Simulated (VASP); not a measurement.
# GaSb (F-43m) in VASP: further runs

GaSb is run at these levels: LDA; tasks: single point, relaxation of cell and atoms.

Program: VASP 6.6.1. These are calculated values, not measurements. Logs are shortened: lines on timing, memory, paths and dates and some standing lists are left out, and cuts for length are marked.

## (1) The cell of the first run

The structure is cubic, space group F-43m (No. 216). Conventional cell: a = 6.051 Å, b = 6.051 Å, c = 6.051 Å, α = 90.00°, β = 90.00°, γ = 90.00°. Ga (site symmetry -43m) has 4 Sb at 2.62 Å within 3.5 Å. Sb (site symmetry -43m) has 4 Ga at 2.62 Å within 3.5 Å.

## (2) Single point, LDA

Input file INCAR:

```
SYSTEM = GaSb
ALGO = Normal ; EDIFF = 1E-6
ENCUT = 520 ; GGA = CA
ISIF = 2 ; ISMEAR = -1
LASPH = .True. ; LCHARG = .False.
LREAL = .False. ; LWAVE = .False.
NBANDS = 16 ; NELM = 60
PREC = Accurate ; SIGMA = 0.1
```

Input file KPOINTS:

```
k-points
0
Gamma
  12 12 12
  0 0 0
```

Input file POSCAR:

```
GaSb
1.0
    0.0000000000      3.0253717464      3.0253717464
    3.0253717464      0.0000000000      3.0253717464
    3.0253717464      3.0253717464      0.0000000000
Ga Sb
1 1
Direct
    0.0000000000      0.0000000000      0.0000000000
    0.7500000000      0.7500000000      0.7500000000
```

Potentials or basis: VASP PAW LDA potentials, release 64 (Ga_d, Sb).

The run is started by

```bash
cat potpaw_LDA.64/Ga_d/POTCAR potpaw_LDA.64/Sb/POTCAR > POTCAR
mpirun -np 1 vasp_std > vasp.out
```

OUTCAR:

```text
SYSTEM = GaSb
   EDIFF = 1E-6
   ENCUT = 520
   GGA = CA
   ISIF = 2
   ISMEAR = -1
   LASPH = .True.
   LREAL = .False.
   NELM = 60
   PREC = Accurate

 ion  position               nearest neighbor table
   1  0.000  0.000  0.000-   2 2.62   2 2.62   2 2.62   2 2.62
   2  0.750  0.750  0.750-   1 2.62   1 2.62   1 2.62   1 2.62

  LATTYP: Found a face centered cubic cell.
 ALAT       =     6.0507434928

  Lattice vectors:

 A1 = (   0.0000000000,   3.0253717464,   3.0253717464)
 A2 = (   3.0253717464,   0.0000000000,   3.0253717464)
 A3 = (   3.0253717464,   3.0253717464,   0.0000000000)

Analysis of symmetry for initial positions (statically):
=====================================================================
 Subroutine PRICEL returns:
 Original cell was already a primitive cell.

 Routine SETGRP: Setting up the symmetry group for a
 face centered cubic supercell.

 Subroutine GETGRP returns: Found 24 space group operations
 (whereof 24 operations were pure point group operations)
 out of a pool of 48 trial point group operations.

The static configuration has the point symmetry T_d .

Analysis of symmetry for dynamics (positions and initial velocities):
=====================================================================
 Subroutine PRICEL returns:
 Original cell was already a primitive cell.

 Routine SETGRP: Setting up the symmetry group for a
 face centered cubic supercell.

 Subroutine GETGRP returns: Found 24 space group operations
 (whereof 24 operations were pure point group operations)
 out of a pool of 48 trial point group operations.

The dynamic configuration has the point symmetry T_d .

 Subroutine INISYM returns: Found 24 space group operations
 (whereof 24 operations are pure point group operations),
 and found     1 'primitive' translations

----------------------------------------------------------------------------------------

                                     Primitive cell

  volume of cell :      55.3817

  direct lattice vectors                    reciprocal lattice vectors
     0.000000000  3.025371746  3.025371746    -0.165268946  0.165268946  0.165268946
     3.025371746  0.000000000  3.025371746     0.165268946 -0.165268946  0.165268946
     3.025371746  3.025371746  0.000000000     0.165268946  0.165268946 -0.165268946

  length of vectors
     4.278521755  4.278521755  4.278521755     0.286254212  0.286254212  0.286254212

  position of ions in fractional coordinates (direct lattice)
     0.000000000  0.000000000  0.000000000
     0.750000000  0.750000000  0.750000000

  ion indices of the primitive-cell ions
   primitive index   ion index
                 1           1
                 2           2

----------------------------------------------------------------------------------------

 KPOINTS: k-points

Automatic generation of k-mesh.
 Grid dimensions read from file:
 generate k-points for:   12   12   12

 Generating k-lattice:

  Cartesian coordinates                     Fractional coordinates (reciprocal lattice)
    -0.013772412  0.013772412  0.013772412     0.083333333  0.000000000  0.000000000
     0.013772412 -0.013772412  0.013772412     0.000000000  0.083333333  0.000000000
     0.013772412  0.013772412 -0.013772412     0.000000000  0.000000000  0.083333333

  Length of vectors
     0.023854518  0.023854518  0.023854518

  Shift w.r.t. Gamma in fractional coordinates (k-lattice)
     0.000000000  0.000000000  0.000000000

 Subroutine IBZKPT returns following result:
 ===========================================

 Found     72 irreducible k-points:

 Following reciprocal coordinates:
            Coordinates               Weight
  0.000000  0.000000  0.000000      1.000000
  0.083333  0.000000  0.000000      8.000000
  0.166667  0.000000  0.000000      8.000000
  0.250000  0.000000  0.000000      8.000000
  0.333333  0.000000  0.000000      8.000000
  0.416667  0.000000  0.000000      8.000000
[... 16 lines left out ...]
  0.500000  0.166667  0.000000     24.000000
 -0.416667  0.166667  0.000000     24.000000
 [... further k-points ...]
   k-points           NKPTS =     72   k-points in BZ     NKDIM =     72   number of bands    NBANDS=     16
   number of dos      NEDOS =    301   number of ions     NIONS =      2
   total plane-waves  NPLWV =  32768
   dimension x,y,z NGX =    32 NGY =   32 NGZ =   32
   dimension x,y,z NGXF=    64 NGYF=   64 NGZF=   64
   ions per type =               1   1
   NGX,Y,Z   is equivalent  to a cutoff of  12.43, 12.43, 12.43 a.u.
   NGXF,Y,Z  is equivalent  to a cutoff of  24.87, 24.87, 24.87 a.u.
 SYSTEM =  GaSb
   PREC   = accura    normal or accurate (medium, high low for compatibility)
   ISTART =      0    job   : 0-new  1-cont  2-samecut
   ICHARG =      2    charge: 1-file 2-atom 10-const
   ISPIN  =      1    spin polarized calculation?
   LNONCOLLINEAR =      F non collinear calculations
   LSORBIT =      F    spin-orbit coupling
   LASPH  =      T    aspherical Exc in radial PAW
   ENCUT  =  520.0 eV  38.22 Ry    6.18 a.u.   7.96  7.96  7.96*2*pi/ulx,y,z
   NELM   =     60;   NELMIN=  2; NELMDL= -5     # of ELM steps
   EDIFF  = 0.1E-05   stopping-criterion for ELM
   LREAL  =      F    real-space projection
   EDIFFG = 0.1E-04   stopping-criterion for IOM
   NSW    =      0    number of steps for IOM
   IBRION =     -1    ionic relax: 0-MD 1-quasi-New 2-CG
   NFREE  =      0    steps in history (QN), initial steepest desc. (CG)
   ISIF   =      2    stress and relaxation
   ISYM   =      2    0-nonsym 1-usesym 2-fastsym
   POTIM  = 0.5000    time-step for ionic-motion
   TEBEG  =    0.0;   TEEND  =   0.0 temperature during run
   PSTRESS=    0.0 pullay stress
   NELECT =      18.0000    total number of electrons
   NUPDOWN=      -1.0000    fix difference up-down
   EMIN   =  10.00;   EMAX   =-10.00  energy-range for DOS
   EFERMI =   0.00;   METHOD = LEGACY
   ISMEAR =    -1;   SIGMA  =   0.10  broadening in eV -4-tet -1-fermi 0-gaus
   EFERMI_NEDOS =   21; number of points for ismear=-14 and -15
   IALGO  =     38    algorithm
   IMIX   =      4    mixing-type and parameters
     AMIX     =   0.40;   BMIX     =  1.00
     AMIX_MAG =   1.60;   BMIX_MAG =  1.00
  volume/ion in A,a.u.               =      27.69       186.87
  Fermi-wavevector in a.u.,A,eV,Ry     =   1.125581  2.127040 17.237678  1.266934
  Thomas-Fermi vector in A             =   2.262259
   LORBIT       =      0    0 simple, 1 ext, 2 COOP (PROOUT), +10 PAW based schemes
   GGA     = CA    functional components
   LHFCALC =     F    Hartree Fock is set to
   AEXX    =    0.0000 exact exchange contribution
   IVDW    =     0    specifies the selected vdW correction
   LEPSILON=     F    determine dielectric tensor
   LRPA    =     F    only Hartree local field effects (RPA)
 non-spin polarized calculation
  energy-cutoff  :      520.00
  volume of cell :       55.38
 maximum number of plane-waves:      1524
   NGX = 15   NGY = 15   NGZ = 15

 number of electron      17.9999989 magnetization

 Free energy of the ion-electron system (eV)
  ---------------------------------------------------
  ext. energy  EPLUGINS =         0.00000000
  ---------------------------------------------------
  free energy    TOTEN  =        -8.67435302 eV

  energy without entropy =       -8.67274215  energy(sigma->0) =       -8.67354758

 E-fermi :   5.1963     XC(G=0):  -9.5405

 val. band max:        5.1390518896   @ k =   0.0000   0.0000   0.0000
 cond. band min:       5.3942283361   @ k =   0.5000   0.0000   0.0000
 fundamental gap:      0.2551764465
 Fermi energy:         5.1962945461

 k-point     1 :       0.0000    0.0000    0.0000
  band No.  band energies     occupation
      1     -10.1854      2.00000
      2     -10.1854      2.00000
      3     -10.1854      2.00000
      4     -10.1308      2.00000
      5     -10.1308      2.00000
      6      -6.7261      2.00000
[... 8 lines left out ...]
     15      13.6459      0.00000
     16      13.6459      0.00000

 k-point     2 :       0.0833    0.0000    0.0000
  band No.  band energies     occupation
      1     -10.1875      2.00000
      2     -10.1844      2.00000
      3     -10.1844      2.00000
      4     -10.1309      2.00000
      5     -10.1309      2.00000
      6      -6.6517      2.00000
[... 8 lines left out ...]
     15      13.0937      0.00000
     16      13.0937      0.00000

 k-point     3 :       0.1667    0.0000    0.0000
  band No.  band energies     occupation
      1     -10.1934      2.00000
      2     -10.1820      2.00000
      3     -10.1820      2.00000
      4     -10.1311      2.00000
      5     -10.1311      2.00000
      6      -6.4328      2.00000
[... 8 lines left out ...]
     15      12.6064      0.00000
     16      12.6064      0.00000

 k-point     4 :       0.2500    0.0000    0.0000
  band No.  band energies     occupation
      1     -10.2013      2.00000
      2     -10.1788      2.00000
      3     -10.1788      2.00000
      4     -10.1313      2.00000
      5     -10.1313      2.00000
      6      -6.0848      2.00000
[... 8 lines left out ...]
     15      12.5880      0.00000
     16      12.5880      0.00000
[... 324 lines left out ...]
 k-point    22 :       0.4167    0.1667    0.0000
  band No.  band energies     occupation
      1     -10.2172      2.00000
      2     -10.1718      2.00000
      3     -10.1700      2.00000
      4     -10.1351      2.00000
      5     -10.1293      2.00000
      6      -5.2520      2.00000
[... 8 lines left out ...]
     15      14.2926      0.00000
     16      14.9185      0.00000

 k-point    23 :       0.5000    0.1667    0.0000
  band No.  band energies     occupation
      1     -10.2200      2.00000
      2     -10.1710      2.00000
      3     -10.1692      2.00000
      4     -10.1340      2.00000
      5     -10.1299      2.00000
      6      -4.8808      2.00000
[... 8 lines left out ...]
     15      14.8433      0.00000
     16      14.9848      0.00000

 k-point    24 :      -0.4167    0.1667    0.0000
  band No.  band energies     occupation
      1     -10.2198      2.00000
      2     -10.1709      2.00000
      3     -10.1698      2.00000
      4     -10.1327      2.00000
      5     -10.1310      2.00000
      6      -4.8187      2.00000
[... 8 lines left out ...]
     15      13.7176      0.00000
     16      14.1471      0.00000

 [... further k-points ...]

------------------------ aborting loop because EDIFF is reached ----------------------------------------

  FORCE on cell =-STRESS in cart. coord.  units (eV):
  Direction    XX          YY          ZZ          XY          YZ          ZX
  --------------------------------------------------------------------------------------
  -------------------------------------------------------------------------------------
  Total        0.0546534      0.0546534      0.0546534      0.0000000      0.0000000      0.0000000
  in kB        1.5811088      1.5811088      1.5811088      0.0000000      0.0000000      0.0000000
  external PRESSURE =       1.5811088 kB  Pullay stress =       0.0000000 kB

 VOLUME and BASIS-vectors are now :
 -----------------------------------------------------------------------------
  energy-cutoff  :      520.00
  volume of cell :       55.38
      direct lattice vectors                 reciprocal lattice vectors
     0.000000000  3.025371746  3.025371746    -0.165268946  0.165268946  0.165268946
     3.025371746  0.000000000  3.025371746     0.165268946 -0.165268946  0.165268946
     3.025371746  3.025371746  0.000000000     0.165268946  0.165268946 -0.165268946

 POSITION                                       TOTAL-FORCE (eV/Angst)
 -----------------------------------------------------------------------------------
      0.00000      0.00000      0.00000        -0.000000     -0.000000     -0.000000
      4.53806      4.53806      4.53806         0.000000      0.000000      0.000000
 -----------------------------------------------------------------------------------
    total drift:                               -0.000000     -0.000000     -0.000001

  FREE ENERGIE OF THE ION-ELECTRON SYSTEM (eV)
  ---------------------------------------------------
  free  energy   TOTEN  =        -8.6743530165 eV

  energy  without entropy=       -8.6727421509  energy(sigma->0) =       -8.67354758
```

Run time: 17 s. Hardware: 1 thread of Intel Xeon 6975P-C (Granite Rapids), shared host; peak memory 0.2 GiB.

What came out:

| Property | Result |
| --- | --- |
| Free energy | -8.6744 eV |
| Pressure | 0.2 GPa |

Levels at points of the mesh, in eV from the Fermi level:
```csv
k point,band 7,band 8,band 9,band 10,band 11,band 12
"(0.00, 0.00, 0.00)",-0.17,-0.17,-0.17,-0.06,2.57,2.57
"(0.50, 0.00, 0.00)",-6.74,-1.38,-1.38,0.20,3.54,3.54
"(0.50, 0.50, 0.00)",-7.18,-2.86,-2.86,0.63,0.93,8.62
```

Caveat: spin-orbit coupling is left out, which moves the levels of the heavy elements.

## (3) Single point, LDA

Input file INCAR:

```
SYSTEM = GaSb
PREC = Accurate
ENCUT = 520
EDIFF = 1E-7
ISMEAR = -1
SIGMA = 0.1
LREAL = .FALSE.
LASPH = .TRUE.
NELM = 80
ALGO = Normal
ISIF = 2
LWAVE = .FALSE.
LCHARG = .FALSE.
NBANDS = 16
```

Input file KPOINTS:

```
regular mesh
0
G
  12 12 12
  0 0 0
```

POSCAR is that of step 2.

Potentials or basis: VASP PAW LDA potentials, release 64 (Ga_d, Sb).

The run is started by

```bash
cat potpaw_LDA.64/Ga_d/POTCAR potpaw_LDA.64/Sb/POTCAR > POTCAR
mpirun -np 1 vasp_std > vasp.out
```

It took 18 s on 1 thread of Intel Xeon 6975P-C (Granite Rapids), shared host; peak memory 0.19 GiB.

It converged, with:

```
Free energy : -8.6744 eV
Pressure    : 0.2 GPa
```

Levels at points of the mesh, in eV from the Fermi level:
```tsv
k point	band 5	band 6	band 7	band 8	band 9	band 10	band 11	band 12	band 13	band 14
(0.00, 0.00, 0.00)	-15.33	-11.92	-0.17	-0.17	-0.17	-0.06	2.57	2.57	2.57	5.47
(0.50, 0.00, 0.00)	-15.33	-10.22	-6.74	-1.38	-1.38	0.20	3.54	3.54	6.12	9.22
(0.50, 0.50, 0.00)	-15.32	-9.34	-7.18	-2.86	-2.86	0.63	0.93	8.62	8.62	10.01
```

Caveat: spin-orbit coupling is left out, which moves the levels of the heavy elements.

(Continued in part 2 of 2.)
